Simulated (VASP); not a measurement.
# SrO (Fm-3m) in VASP: notebook

Runs on SrO. Level: PBE. Tasks: density of states, electric field gradients.

Everything below comes from runs of VASP 6.6.1. Logs are shortened: lines on timing, memory, paths and dates and some standing lists are left out, and cuts for length are marked.

### Step 1. The cell of the first run

Symmetry: Fm-3m, No. 225, cubic system. Conventional cell: a = 5.140 Å, b = 5.140 Å, c = 5.140 Å, α = 90.00°, β = 90.00°, γ = 90.00°. Sr (site symmetry m-3m) has 6 O at 2.57 Å within 3.4 Å. O (site symmetry m-3m) has 6 Sr at 2.57 Å within 3.4 Å.

### Step 2. Density of states, PBE

POSCAR

```
SrO
1.0
    0.0000000000      2.5698000000      2.5698000000
    2.5698000000      0.0000000000      2.5698000000
    2.5698000000      2.5698000000      0.0000000000
Sr O
1 1
Direct
    0.0000000000      0.0000000000      0.0000000000
    0.5000000000      0.5000000000      0.5000000000
```

INCAR.step1

```
  ALGO = Normal
  EDIFF = 1E-6
  ENCUT = 520
  GGA = PE
  ISIF = 2
  ISMEAR = -1
  LASPH = T
  LCHARG = T
  LREAL = F
  LWAVE = F
  NBANDS = 15
  NELM = 100
  PREC = Accurate
  SIGMA = 0.02
```

KPOINTS.step1

```
k-points
0
Gamma
  8 8 8
```

INCAR.step2

```
  ALGO = Normal
  EDIFF = 1E-6
  ENCUT = 520
  GGA = PE
  ICHARG = 11
  ISIF = 2
  ISMEAR = -5
  LASPH = T
  LCHARG = F
  LORBIT = 11
  LREAL = F
  LWAVE = F
  NEDOS = 1001
  NELM = 100
  PREC = Accurate
  SIGMA = 0.02
```

KPOINTS.step2

```
k-points
0
Gamma
  12 12 12
```

Potentials or basis: VASP PAW PBE potentials, release 64 (Sr_sv, O).

Launch:

```sh
$ cat potpaw_PBE.64/Sr_sv/POTCAR potpaw_PBE.64/O/POTCAR > POTCAR
$ cp INCAR.step1 INCAR
$ cp KPOINTS.step1 KPOINTS
$ mpirun -np 1 vasp_std > vasp.out
$ cp INCAR.step2 INCAR
$ cp KPOINTS.step2 KPOINTS
$ mpirun -np 1 vasp_std > vasp.out
```

OUTCAR:

```text
EDIFF = 1E-6
   ENCUT = 520
   GGA = PE
   ICHARG = 11
   ISIF = 2
   ISMEAR = -5
   LASPH = T
   LORBIT = 11
   LREAL = F
   NELM = 100
   PREC = Accurate

 ion  position               nearest neighbor table
   1  0.000  0.000  0.000-   2 2.57   2 2.57   2 2.57   2 2.57   2 2.57   2 2.57
   2  0.500  0.500  0.500-   1 2.57   1 2.57   1 2.57   1 2.57   1 2.57   1 2.57

  LATTYP: Found a face centered cubic cell.
 ALAT       =     5.1396000000

  Lattice vectors:

 A1 = (   0.0000000000,   2.5698000000,   2.5698000000)
 A2 = (   2.5698000000,   0.0000000000,   2.5698000000)
 A3 = (   2.5698000000,   2.5698000000,   0.0000000000)

Analysis of symmetry for initial positions (statically):
=====================================================================
 Subroutine PRICEL returns:
 Original cell was already a primitive cell.

 Routine SETGRP: Setting up the symmetry group for a
 face centered cubic supercell.

 Subroutine GETGRP returns: Found 48 space group operations
 (whereof 48 operations were pure point group operations)
 out of a pool of 48 trial point group operations.

The static configuration has the point symmetry O_h .

Analysis of symmetry for dynamics (positions and initial velocities):
=====================================================================
 Subroutine PRICEL returns:
 Original cell was already a primitive cell.

 Routine SETGRP: Setting up the symmetry group for a
 face centered cubic supercell.

 Subroutine GETGRP returns: Found 48 space group operations
 (whereof 48 operations were pure point group operations)
 out of a pool of 48 trial point group operations.

The dynamic configuration has the point symmetry O_h .

 Subroutine INISYM returns: Found 48 space group operations
 (whereof 48 operations are pure point group operations),
 and found     1 'primitive' translations

----------------------------------------------------------------------------------------

                                     Primitive cell

  volume of cell :      33.9413

  direct lattice vectors                    reciprocal lattice vectors
     0.000000000  2.569800000  2.569800000    -0.194567671  0.194567671  0.194567671
     2.569800000  0.000000000  2.569800000     0.194567671 -0.194567671  0.194567671
     2.569800000  2.569800000  0.000000000     0.194567671  0.194567671 -0.194567671

  length of vectors
     3.634246013  3.634246013  3.634246013     0.337001091  0.337001091  0.337001091

  position of ions in fractional coordinates (direct lattice)
     0.000000000  0.000000000  0.000000000
     0.500000000  0.500000000  0.500000000

  ion indices of the primitive-cell ions
   primitive index   ion index
                 1           1
                 2           2

----------------------------------------------------------------------------------------

 KPOINTS: k-points

Automatic generation of k-mesh.
 Grid dimensions read from file:
 generate k-points for:   12   12   12

 Generating k-lattice:

  Cartesian coordinates                     Fractional coordinates (reciprocal lattice)
    -0.016213973  0.016213973  0.016213973     0.083333333  0.000000000  0.000000000
     0.016213973 -0.016213973  0.016213973     0.000000000  0.083333333  0.000000000
     0.016213973  0.016213973 -0.016213973     0.000000000  0.000000000  0.083333333

  Length of vectors
     0.028083424  0.028083424  0.028083424

  Shift w.r.t. Gamma in fractional coordinates (k-lattice)
     0.000000000  0.000000000  0.000000000

 TETIRR: Found    247 inequivalent tetrahedra from    10368

 Subroutine IBZKPT returns following result:
 ===========================================

 Found     72 irreducible k-points:

 Following reciprocal coordinates:
            Coordinates               Weight
  0.000000  0.000000  0.000000      1.000000
  0.083333  0.000000  0.000000      8.000000
  0.166667  0.000000  0.000000      8.000000
  0.250000  0.000000  0.000000      8.000000
  0.333333  0.000000  0.000000      8.000000
  0.416667  0.000000  0.000000      8.000000
[... 16 lines left out ...]
  0.500000  0.166667  0.000000     24.000000
 -0.416667  0.166667  0.000000     24.000000
 [... further k-points ...]
   k-points           NKPTS =     72   k-points in BZ     NKDIM =     72   number of bands    NBANDS=     12
   number of dos      NEDOS =   1001   number of ions     NIONS =      2
   total plane-waves  NPLWV =  21952
   dimension x,y,z NGX =    28 NGY =   28 NGZ =   28
   dimension x,y,z NGXF=    56 NGYF=   56 NGZF=   56
   ions per type =               1   1
   NGX,Y,Z   is equivalent  to a cutoff of  12.81, 12.81, 12.81 a.u.
   NGXF,Y,Z  is equivalent  to a cutoff of  25.62, 25.62, 25.62 a.u.
 SYSTEM =  unknown system
   PREC   = accura    normal or accurate (medium, high low for compatibility)
   ISTART =      0    job   : 0-new  1-cont  2-samecut
   ICHARG =     11    charge: 1-file 2-atom 10-const
   ISPIN  =      1    spin polarized calculation?
   LNONCOLLINEAR =      F non collinear calculations
   LSORBIT =      F    spin-orbit coupling
   LASPH  =      T    aspherical Exc in radial PAW
   ENCUT  =  520.0 eV  38.22 Ry    6.18 a.u.   6.76  6.76  6.76*2*pi/ulx,y,z
   NELM   =    100;   NELMIN=  2; NELMDL=  0     # of ELM steps
   EDIFF  = 0.1E-05   stopping-criterion for ELM
   LREAL  =      F    real-space projection
   EDIFFG = 0.1E-04   stopping-criterion for IOM
   NSW    =      0    number of steps for IOM
   IBRION =     -1    ionic relax: 0-MD 1-quasi-New 2-CG
   NFREE  =      0    steps in history (QN), initial steepest desc. (CG)
   ISIF   =      2    stress and relaxation
   ISYM   =      2    0-nonsym 1-usesym 2-fastsym
   POTIM  = 0.5000    time-step for ionic-motion
   TEBEG  =    0.0;   TEEND  =   0.0 temperature during run
   PSTRESS=    0.0 pullay stress
   NELECT =      16.0000    total number of electrons
   NUPDOWN=      -1.0000    fix difference up-down
   EMIN   =  10.00;   EMAX   =-10.00  energy-range for DOS
   EFERMI =   0.00;   METHOD = LEGACY
   ISMEAR =    -5;   SIGMA  =   0.02  broadening in eV -4-tet -1-fermi 0-gaus
   EFERMI_NEDOS =   21; number of points for ismear=-14 and -15
   IALGO  =     38    algorithm
   IMIX   =      4    mixing-type and parameters
     AMIX     =   0.40;   BMIX     =  1.00
     AMIX_MAG =   1.60;   BMIX_MAG =  1.00
  volume/ion in A,a.u.               =      16.97       114.52
  Fermi-wavevector in a.u.,A,eV,Ry     =   1.274106  2.407711 22.086959  1.623346
  Thomas-Fermi vector in A             =   2.406892
   LORBIT       =     11    0 simple, 1 ext, 2 COOP (PROOUT), +10 PAW based schemes
   GGA     = PE    functional components
   LHFCALC =     F    Hartree Fock is set to
   AEXX    =    0.0000 exact exchange contribution
   IVDW    =     0    specifies the selected vdW correction
   LEPSILON=     F    determine dielectric tensor
   LRPA    =     F    only Hartree local field effects (RPA)
 non-spin polarized calculation
 Fermi weights with tetrahedron method with Bloechl corrections
  energy-cutoff  :      520.00
  volume of cell :       33.94
 maximum number of plane-waves:       941

 number of electron      15.9999997 magnetization

 Free energy of the ion-electron system (eV)
  ---------------------------------------------------
  ext. energy  EPLUGINS =         0.00000000
  ---------------------------------------------------
  free energy    TOTEN  =       -12.04037566 eV

  energy without entropy =      -12.04037566  energy(sigma->0) =      -12.04037566

 E-fermi :   1.7125     XC(G=0): -10.0330

 val. band max:        1.6700110916   @ k =   0.0000   0.0000   0.0000
 cond. band min:       4.9341924981   @ k =   0.5000   0.5000   0.0000
 fundamental gap:      3.2641814065
 Fermi energy:         1.7125356712

 k-point     1 :       0.0000    0.0000    0.0000
  band No.  band energies     occupation
      1     -30.7141      2.00000
      2     -13.4224      2.00000
      3     -12.3505      2.00000
      4     -12.3505      2.00000
      5     -12.3505      2.00000
      6       1.6700      2.00000
      7       1.6700      2.00000
      8       1.6700      2.00000
      9       5.6632      0.00000
     10       7.8840      0.00000
     11       7.8840      0.00000
     12       7.8840      0.00000

 k-point     2 :       0.0833    0.0000    0.0000
  band No.  band energies     occupation
      1     -30.7049      2.00000
      2     -13.6114      2.00000
      3     -12.3561      2.00000
      4     -12.3561      2.00000
      5     -12.1838      2.00000
      6       1.4498      2.00000
      7       1.5778      2.00000
      8       1.5778      2.00000
      9       5.9933      0.00000
     10       7.8032      0.00000
     11       8.0217      0.00000
     12       8.0217      0.00000

 k-point     3 :       0.1667    0.0000    0.0000
  band No.  band energies     occupation
      1     -30.6798      2.00000
      2     -13.9845      2.00000
      3     -12.3713      2.00000
      4     -12.3713      2.00000
      5     -11.8722      2.00000
      6       0.9477      2.00000
      7       1.3407      2.00000
      8       1.3407      2.00000
      9       6.8146      0.00000
     10       7.6859      0.00000
     11       8.4187      0.00000
     12       8.4187      0.00000

 k-point     4 :       0.2500    0.0000    0.0000
  band No.  band energies     occupation
      1     -30.6452      2.00000
      2     -14.3635      2.00000
      3     -12.3919      2.00000
      4     -12.3919      2.00000
      5     -11.5776      2.00000
      6       0.3919      2.00000
      7       1.0458      2.00000
      8       1.0458      2.00000
      9       7.6619      0.00000
     10       7.9098      0.00000
     11       9.0207      0.00000
     12       9.0207      0.00000

 k-point     5 :       0.3333    0.0000    0.0000
  band No.  band energies     occupation
      1     -30.6102      2.00000
      2     -14.6749      2.00000
      3     -12.4122      2.00000
      4     -12.4122      2.00000
      5     -11.3508      2.00000
      6      -0.0812      2.00000
      7       0.7773      2.00000
      8       0.7773      2.00000
      9       7.8673      0.00000
     10       8.9616      0.00000
     11       9.7132      0.00000
     12       9.7132      0.00000
[... 228 lines left out ...]
      1     -30.6116      2.00000
      2     -14.3958      2.00000
      3     -12.5107      2.00000
      4     -12.5056      2.00000
      5     -11.6388      2.00000
      6       0.2083      2.00000
      7       1.0984      2.00000
      8       1.2507      2.00000
      9       6.6658      0.00000
     10       8.2583      0.00000
     11      10.0673      0.00000
     12      10.2213      0.00000

 k-point    22 :       0.4167    0.1667    0.0000
  band No.  band energies     occupation
      1     -30.5830      2.00000
      2     -14.5941      2.00000
      3     -12.5573      2.00000
      4     -12.5190      2.00000
      5     -11.5357      2.00000
      6       0.0945      2.00000
      7       0.8163      2.00000
      8       1.0028      2.00000
      9       7.0640      0.00000
     10       8.9443      0.00000
     11      10.6011      0.00000
     12      10.7159      0.00000

 k-point    23 :       0.5000    0.1667    0.0000
  band No.  band energies     occupation
      1     -30.5649      2.00000
      2     -14.7196      2.00000
      3     -12.6179      2.00000
      4     -12.5062      2.00000
      5     -11.4467      2.00000
      6      -0.0277      2.00000
      7       0.7198      2.00000
      8       0.7857      2.00000
      9       7.6562      0.00000
     10       9.0780      0.00000
     11      10.9095      0.00000
     12      11.0696      0.00000

 k-point    24 :      -0.4167    0.1667    0.0000
  band No.  band energies     occupation
      1     -30.5625      2.00000
      2     -14.7521      2.00000
      3     -12.6635      2.00000
      4     -12.4755      2.00000
      5     -11.3893      2.00000
      6      -0.1247      2.00000
      7       0.6462      2.00000
      8       0.8161      2.00000
      9       8.1500      0.00000
     10       8.8466      0.00000
     11      10.6757      0.00000
     12      11.0855      0.00000

 [... further k-points ...]
[... 5 lines left out ...]
  --------------------------------------------------------------------------------------
  -------------------------------------------------------------------------------------
  Total        0.7435932      0.7435932      0.7435932      0.0000000     -0.0000000      0.0000000
  in kB       35.1008815     35.1008815     35.1008815      0.0000000     -0.0000000      0.0000000
  external PRESSURE =      35.1008815 kB  Pullay stress =       0.0000000 kB

 VOLUME and BASIS-vectors are now :
 -----------------------------------------------------------------------------
  energy-cutoff  :      520.00
  volume of cell :       33.94
      direct lattice vectors                 reciprocal lattice vectors
     0.000000000  2.569800000  2.569800000    -0.194567671  0.194567671  0.194567671
     2.569800000  0.000000000  2.569800000     0.194567671 -0.194567671  0.194567671
     2.569800000  2.569800000  0.000000000     0.194567671  0.194567671 -0.194567671

 POSITION                                       TOTAL-FORCE (eV/Angst)
 -----------------------------------------------------------------------------------
      0.00000      0.00000      0.00000         0.000000     -0.000000      0.000000
      2.56980      2.56980      2.56980        -0.000000      0.000000     -0.000000
 -----------------------------------------------------------------------------------
    total drift:                                0.000000      0.000000      0.000000

  FREE ENERGIE OF THE ION-ELECTRON SYSTEM (eV)
  ---------------------------------------------------
  free  energy   TOTEN  =       -12.0403756604 eV

  energy  without entropy=      -12.0403756604  energy(sigma->0) =      -12.04037566

 total charge

# of ion       s       p       d       tot
------------------------------------------
    1        2.017   5.815   0.259   8.091
    2        1.552   3.424   0.000   4.976
--------------------------------------------------
tot          3.569   9.239   0.259  13.067
```

It took 38 s on 1 thread of Intel Xeon 6975P-C, shared host; peak memory 0.17 GiB.

Results:

| Quantity | Value |
| --- | --- |
| Valence electrons inside the program's atomic spheres | Sr 8.09; O 4.98 |

[end of part 1 of 2]
